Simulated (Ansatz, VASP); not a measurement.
# Two plane-wave programs on BiTe

File INCAR:

```
SYSTEM = BiTe
PREC     = Accurate       ! precision mode
ENCUT    = 520            ! plane-wave cutoff, eV
EDIFF    = 1E-6           ! SCF threshold, eV
ISMEAR   = 0              ! smearing method
SIGMA    = 0.15           ! smearing width, eV
LREAL    = .FALSE.        ! projectors in reciprocal space
LASPH    = .TRUE.         ! aspherical terms in the spheres
NELM     = 60             ! most SCF steps
ALGO     = Normal         ! electronic algorithm
ISIF     = 2              ! what is computed and relaxed
LWAVE    = .FALSE.        ! write WAVECAR
LCHARG   = .FALSE.        ! write CHGCAR
GGA      = PE             ! functional
NBANDS   = 18             ! bands
```

Contents of KPOINTS:

```
Automatic mesh
0
G
  16 16 16
  0 0 0
```

File POSCAR:

```
BiTe
1.0
    0.0000000000      3.1903968311      3.2511941619
    3.3119914927      0.0000000000      3.2511941619
    3.3119914927      3.1903968311      0.0000000000
Bi Te
1 1
Direct
    0.0000000000      0.0000000000      0.0000000000
    0.5000000000      0.5000000000      0.5000000000
```

Input for Ansatz:

```yaml
crystal:
  lattice:
    - [0.0, 3.1903968311, 3.2511941619]
    - [3.3119914927, 0.0, 3.2511941619]
    - [3.3119914927, 3.1903968311, 0.0]
  atoms:
    - { symbol: Bi, position: [0.0, 0.0, 0.0] }
    - { symbol: Te, position: [0.5, 0.5, 0.5] }
basis:
  ecutwfc: 420
kpoints:
  mp_grid: { grid: [16, 16, 16] }
hamiltonian:
  xc: pbe
scf:
  occupations: { method: gaussian, width: 0.15 }
output:
  forces: true
  stress: true
  eigenvalues: true
```

Change from the starting cell: strain +0.0187 x Voigt [1, -1, 0, 0, 0, 0], atoms carried along.

Alike in both runs: task single point; functional PBE; k mesh 16 × 16 × 16; occupations gaussian, width 0.15 eV; no spin polarisation.

|  | VASP | Ansatz |
| --- | --- | --- |
| version | VASP 6.6.1 | Ansatz 0.2.0 |
| potentials or method | VASP PAW PBE potentials, release 64 (Bi_d, Te), cutoff 520 eV | scalar-relativistic, plane waves, PAW |
| valence electrons in the cell | 21 | 31 |

```tsv
	VASP	Ansatz	Ansatz less VASP
gap on the k mesh at the Fermi level (eV)	none	none	-
pressure (GPa)	0.1	0.1	+0.08
traceless stress, the component that is largest in VASP (GPa)	1.54	1.54	+0.002
```

A gap of «none» marks a metal or a gap that the smearing closes. The functional is the same, so the differences come from potentials, cutoffs and numerics. VASP's potentials hold 21 valence electrons a cell and Ansatz's 31, so a difference there can come from the potentials and not from the codes.

Neither program's run includes spin-orbit coupling.
